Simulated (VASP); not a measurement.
# SiO2 (Pnnm) in VASP: a series of runs, part 2 of 2

VASP 6.6.1.

## (4) Single point, PBE (atoms displaced along a vibrational mode, the cell strained)

INCAR

```
ALGO     = Normal         # electronic algorithm
EDIFF    = 1E-7           # SCF threshold, eV
ENCUT    = 520            # plane-wave cutoff, eV
GGA      = PE             # functional
ISIF     = 2              # what is computed and relaxed
ISMEAR   = 0              # smearing method
LASPH    = True           # aspherical terms in the spheres
LCHARG   = True           # write CHGCAR
LELF     = True           # ELF
LREAL    = False          # projectors in reciprocal space
LVHAR    = True         
LWAVE    = False          # write WAVECAR
NBANDS   = 25             # bands
NELM     = 60             # most SCF steps
PREC     = Accurate       # precision mode
SIGMA    = 0.05           # smearing width, eV
```

KPOINTS

```
k-points
0
Gamma
  6 6 8
```

POSCAR

```
SiO2
1.0
    4.2358788266      0.0000000000      0.0000000000
    0.0000000000      4.0380632854      0.0000000000
    0.0000000000      0.0000000000      2.6897743046
Si O
2 4
Direct
    0.5000000000      0.5000000000      0.5000000000
    0.0000000000      0.0000000000      0.0000000000
    0.6557534092      0.7302721762      0.0000000000
    0.1557534092      0.7697278238      0.5000000000
    0.3442465908      0.2697278238      0.0000000000
    0.8442465908      0.2302721762      0.5000000000
```

On the command line:

```
$ cat potpaw_PBE.64/Si/POTCAR potpaw_PBE.64/O/POTCAR > POTCAR
$ mpirun -np 1 vasp_std > vasp.out
```

Wall time 27 s (1 thread of Intel Xeon Platinum 8559C (Emerald Rapids), shared host); peak memory 0.19 GiB.

It converged, with:

```yaml
Free_energy: -45.9514 eV
Pressure: 11.0 GPa
Largest_force: 0.848 eV/Å
Band_gap_on_the_k_mesh: 6.09 eV (least direct gap 6.12 eV)
```

Forces on the atoms (eV/Å):
```
Si   0.000  0.000  0.000
Si   0.000  0.000  0.000
O    0.821 -0.215  0.000
O    0.821  0.215  0.000
O   -0.821  0.215  0.000
O   -0.821 -0.215  0.000
```

Stress tensor (GPa, compression positive):
```
13.84  0.00  0.00
 0.00 15.25  0.00
 0.00  0.00  4.03
```

Levels at points of the mesh, in eV from the valence-band top:
| k point | band 14 | band 15 | band 16 | band 17 | band 18 | band 19 |
| --- | --- | --- | --- | --- | --- | --- |
| (0.00, 0.00, 0.00) | -0.11 | -0.06 | -0.03 | 6.09 | 6.89 | 8.84 |
| (0.50, 0.00, 0.00) | -2.16 | -0.64 | -0.64 | 8.27 | 8.27 | 9.67 |
| (0.00, 0.50, 0.00) | -2.15 | -0.14 | -0.14 | 7.60 | 7.60 | 9.07 |
| (0.50, 0.50, 0.00) | -2.24 | -1.36 | -1.36 | 7.84 | 7.84 | 10.12 |
| (0.00, 0.00, 0.50) | -2.64 | -1.70 | -1.70 | 9.44 | 9.44 | 13.17 |
| (0.50, 0.00, 0.50) | -1.74 | -1.32 | -1.32 | 8.70 | 8.70 | 10.28 |
| (0.00, 0.50, 0.50) | -2.04 | -0.70 | -0.70 | 9.93 | 9.93 | 10.62 |
| (0.50, 0.50, 0.50) | -1.41 | -0.76 | -0.76 | 7.93 | 7.93 | 11.15 |

Caveat: the cell differs from its parent crystal (atoms displaced along a vibrational mode, the cell strained); the stress differs along the axes, from 4 to 15 GPa.

## (5) Single point, PBE (atoms displaced along a vibrational mode, the cell strained)

INCAR

```
SYSTEM = SiO2
PREC = Accurate
ENCUT = 520
EDIFF = 1E-6
ISMEAR = 0
SIGMA = 0.05
LREAL = .FALSE.
LASPH = .TRUE.
NELM = 60
ALGO = Normal
ISIF = 2
LWAVE = .FALSE.
LCHARG = .FALSE.
GGA = PE
NBANDS = 25
```

KPOINTS

```
regular mesh
0
G
  6 6 8
  0 0 0
```

POSCAR

```
SiO2
1.0
    4.2358788266      0.0000000000      0.0000000000
    0.0000000000      4.1371828499      0.0000000000
    0.0000000000      0.0000000000      2.6897743046
Si O
2 4
Direct
    0.5000000000      0.5000000000      0.5000000000
    0.0000000000      0.0000000000      0.0000000000
    0.6650682551      0.7209573303      0.0000000000
    0.1650682551      0.7790426697      0.5000000000
    0.3349317449      0.2790426697      0.0000000000
    0.8349317449      0.2209573303      0.5000000000
```

Potentials or basis: VASP PAW PBE potentials, release 64 (Si, O).

On the command line:

```
$ cat potpaw_PBE.64/Si/POTCAR potpaw_PBE.64/O/POTCAR > POTCAR
$ mpirun -np 1 vasp_std > vasp.out
```

OUTCAR:

```text
SYSTEM = SiO2
   PREC = Accurate
   ENCUT = 520
   EDIFF = 1E-6
   ISMEAR = 0
   LREAL = .FALSE.
   LASPH = .TRUE.
   NELM = 60
   ISIF = 2
   GGA = PE

 ion  position               nearest neighbor table
   1  0.500  0.500  0.500-   3 1.77   5 1.77   3 1.77   5 1.77   4 1.83   6 1.83
   2  0.000  0.000  0.000-   4 1.77   6 1.77   4 1.77   6 1.77   5 1.83   3 1.83
   3  0.665  0.721  0.000-   1 1.77   1 1.77   2 1.83
   4  0.165  0.779  0.500-   2 1.77   2 1.77   1 1.83
   5  0.335  0.279  0.000-   1 1.77   1 1.77   2 1.83
   6  0.835  0.221  0.500-   2 1.77   2 1.77   1 1.83

  LATTYP: Found a simple orthorhombic cell.
 ALAT       =     2.6897743046
 B/A-ratio  =     1.5381152399
 C/A-ratio  =     1.5748082727

  Lattice vectors:

 A1 = (   0.0000000000,   0.0000000000,  -2.6897743046)
 A2 = (   0.0000000000,   4.1371828499,   0.0000000000)
 A3 = (   4.2358788266,   0.0000000000,   0.0000000000)

Analysis of symmetry for initial positions (statically):
=====================================================================
 Subroutine PRICEL returns:
 Original cell was already a primitive cell.

 Routine SETGRP: Setting up the symmetry group for a
 simple orthorhombic supercell.

 Subroutine GETGRP returns: Found  8 space group operations
 (whereof  4 operations were pure point group operations)
 out of a pool of  8 trial point group operations.

The static configuration has the point symmetry C_2h.
 The point group associated with its full space group is D_2h.

Analysis of symmetry for dynamics (positions and initial velocities):
=====================================================================
 Subroutine PRICEL returns:
 Original cell was already a primitive cell.

 Routine SETGRP: Setting up the symmetry group for a
 simple orthorhombic supercell.

 Subroutine GETGRP returns: Found  8 space group operations
 (whereof  4 operations were pure point group operations)
 out of a pool of  8 trial point group operations.
[... 132 lines left out ...]
  Fermi-wavevector in a.u.,A,eV,Ry     =   1.438810  2.718957 28.166432  2.070174
  Thomas-Fermi vector in A             =   2.557735
   LORBIT       =      0    0 simple, 1 ext, 2 COOP (PROOUT), +10 PAW based schemes
   GGA     = PE    functional components
   LHFCALC =     F    Hartree Fock is set to
   AEXX    =    0.0000 exact exchange contribution
   IVDW    =     0    specifies the selected vdW correction
   LEPSILON=     F    determine dielectric tensor
   LRPA    =     F    only Hartree local field effects (RPA)
 non-spin polarized calculation
 Gauss-broadening in eV      SIGMA  =   0.05
  energy-cutoff  :      520.00
  volume of cell :       47.14
 maximum number of plane-waves:      1296
 NGX is ok and might be reduce to    32
   NGX = 15   NGY = 15   NGZ = 11

 number of electron      32.0000000 magnetization

 Free energy of the ion-electron system (eV)
  ---------------------------------------------------
  ext. energy  EPLUGINS =         0.00000000
  ---------------------------------------------------
  free energy    TOTEN  =       -46.15277908 eV

  energy without entropy =      -46.15277908  energy(sigma->0) =      -46.15277908

 E-fermi :   8.0747     XC(G=0): -12.2282

 val. band max:        7.7562004505   @ k =   0.0000   0.0000   0.0000
 cond. band min:      13.3494246767   @ k =   0.0000   0.0000   0.0000
 fundamental gap:      5.5932242262
 Fermi energy:         8.0747130225

 k-point     1 :       0.0000    0.0000    0.0000
  band No.  band energies     occupation
      1     -14.3002      2.00000
      2     -10.7924      2.00000
      3     -10.5780      2.00000
      4     -10.5672      2.00000
      5      -2.5597      2.00000
      6       1.2230      2.00000
[... 661 lines left out ...]
     24      20.5959      0.00000
     25      22.8091      0.00000

 [... further k-points ...]

------------------------ aborting loop because EDIFF is reached ----------------------------------------

  FORCE on cell =-STRESS in cart. coord.  units (eV):
  Direction    XX          YY          ZZ          XY          YZ          ZX
  --------------------------------------------------------------------------------------
  -------------------------------------------------------------------------------------
  Total        2.5940598      1.0797920      0.6391170      0.0000000      0.0000000      0.0000000
  in kB       88.1711450     36.7017364     21.7233523      0.0000000      0.0000000      0.0000000
  external PRESSURE =      48.8654112 kB  Pullay stress =       0.0000000 kB

 VOLUME and BASIS-vectors are now :
 -----------------------------------------------------------------------------
  energy-cutoff  :      520.00
  volume of cell :       47.14
      direct lattice vectors                 reciprocal lattice vectors
     4.235878827  0.000000000  0.000000000     0.236078519  0.000000000  0.000000000
     0.000000000  4.137182850  0.000000000     0.000000000  0.241710371  0.000000000
     0.000000000  0.000000000  2.689774305     0.000000000  0.000000000  0.371778405

 POSITION                                       TOTAL-FORCE (eV/Angst)
 -----------------------------------------------------------------------------------
      2.11794      2.06859      1.34489         0.000000      0.000000      0.000000
      0.00000      0.00000      0.00000         0.000000      0.000000      0.000000
      2.81715      2.98273      0.00000         0.484212     -0.218575      0.000000
      0.69921      3.22304      1.34489         0.484212      0.218575      0.000000
      1.41873      1.15445      0.00000        -0.484212      0.218575      0.000000
      3.53667      0.91414      1.34489        -0.484212     -0.218575     -0.000000
 -----------------------------------------------------------------------------------
    total drift:                                0.000000      0.000000      0.000000

  FREE ENERGIE OF THE ION-ELECTRON SYSTEM (eV)
  ---------------------------------------------------
  free  energy   TOTEN  =       -46.1527790815 eV

  energy  without entropy=      -46.1527790815  energy(sigma->0) =      -46.15277908
```

OSZICAR:

```text
N       E                     dE             d eps       ncg     rms          rms(c)
DAV:   1     0.132031595926E+03    0.13203E+03   -0.17726E+04  4064   0.123E+03
DAV:   2    -0.440666067652E+02   -0.17610E+03   -0.16922E+03  5066   0.278E+02
DAV:   3    -0.507089975021E+02   -0.66424E+01   -0.66149E+01  5308   0.511E+01
DAV:   4    -0.507511016987E+02   -0.42104E-01   -0.42091E-01  4716   0.474E+00
DAV:   5    -0.507514288072E+02   -0.32711E-03   -0.32705E-03  5368   0.398E-01    0.172E+01
DAV:   6    -0.460921447163E+02    0.46593E+01   -0.13117E+01  5068   0.243E+01    0.782E+00
DAV:   7    -0.461327168129E+02   -0.40572E-01   -0.71411E-01  5019   0.497E+00    0.289E+00
DAV:   8    -0.461459221334E+02   -0.13205E-01   -0.24833E-02  4955   0.137E+00    0.109E+00
DAV:   9    -0.461525737641E+02   -0.66516E-02   -0.95810E-03  5182   0.824E-01    0.259E-01
DAV:  10    -0.461527951714E+02   -0.22141E-03   -0.52266E-04  5007   0.161E-01    0.465E-02
DAV:  11    -0.461527775520E+02    0.17619E-04   -0.83782E-05  5162   0.665E-02    0.885E-03
DAV:  12    -0.461527789157E+02   -0.13638E-05   -0.58363E-06  5010   0.171E-02    0.360E-03
DAV:  13    -0.461527790815E+02   -0.16581E-06   -0.75925E-07  3708   0.629E-03
   1 F= -.46152779E+02 E0= -.46152779E+02  d E =-.235666E-21
```

It took 97 s on 1 thread of Intel Xeon 8259CL, shared host; peak memory 0.2 GiB.

Results:

| Item | Value |
| --- | --- |
| Free energy | -46.1528 eV |
| Pressure | 4.9 GPa |
| Largest force | 0.531 eV/Å |
| Band gap on the k mesh | 5.59 eV |

Forces on the atoms (eV/Å):
```
Si   0.000  0.000  0.000
Si   0.000  0.000  0.000
O    0.484 -0.219  0.000
O    0.484  0.219  0.000
O   -0.484  0.219  0.000
O   -0.484 -0.219  0.000
```

Levels at points of the mesh, in eV from the valence-band top:
```tsv
k point	band 12	band 13	band 14	band 15	band 16	band 17	band 18	band 19	band 20	band 21
(0.00, 0.00, 0.00)	-2.64	-2.22	-0.47	-0.38	0.00	5.59	6.80	8.63	8.73	11.85
(0.50, 0.00, 0.00)	-3.48	-2.35	-2.35	-0.92	-0.92	7.90	7.90	9.36	9.36	11.91
(0.00, 0.50, 0.00)	-3.19	-2.31	-2.31	-0.42	-0.42	7.38	7.38	8.92	8.92	11.08
(0.50, 0.50, 0.00)	-2.90	-2.38	-2.38	-1.73	-1.73	7.47	7.47	9.99	9.99	13.16
(0.00, 0.00, 0.50)	-4.22	-2.72	-2.72	-2.08	-2.08	9.03	9.03	12.69	12.69	12.77
(0.50, 0.00, 0.50)	-3.10	-1.72	-1.72	-1.63	-1.63	8.45	8.45	9.87	9.87	11.63
(0.00, 0.50, 0.50)	-3.89	-2.19	-2.19	-1.09	-1.09	9.32	9.32	10.05	10.05	13.50
(0.50, 0.50, 0.50)	-3.99	-1.51	-1.51	-1.06	-1.06	7.37	7.37	11.00	11.00	12.07
```

Caveat: the cell differs from its parent crystal (atoms displaced along a vibrational mode, the cell strained); the stress differs along the axes, from 2 to 9 GPa. A k mesh can miss the band edges.

## (6) Summary

```csv
cell,gap on the mesh (eV),pressure (GPa),largest force (eV/Å)
"a = 4.236, b = 4.038, c = 2.690 Å, 6 atoms, atomic positions A",6.04,12.6,0.65
"a = 4.236, b = 4.038, c = 2.690 Å, 6 atoms, atomic positions B",5.66,10.9,0.95
"a = 4.236, b = 4.038, c = 2.690 Å, 6 atoms, atomic positions C",6.09,11.0,0.85
"a = 4.236, b = 4.137, c = 2.690 Å, 6 atoms, atomic positions A",5.59,4.9,0.53
```

Alike in all rows: task single point; level PBE; potentials or basis VASP PAW PBE potentials, release 64 (Si, O); no spin polarisation; k mesh 6 × 6 × 8; cutoff (eV) 520; smearing gaussian 0.05 eV.

Caveats: the stress differs along the axes, from 6 to 18 GPa (at least some runs); the stress differs along the axes, from -5 to 30 GPa (at least some runs); the stress differs along the axes, from 4 to 15 GPa (at least some runs); the stress differs along the axes, from 2 to 9 GPa (at least some runs).

Total energies depend on the potentials used, so only differences within one code and one set of settings carry meaning.
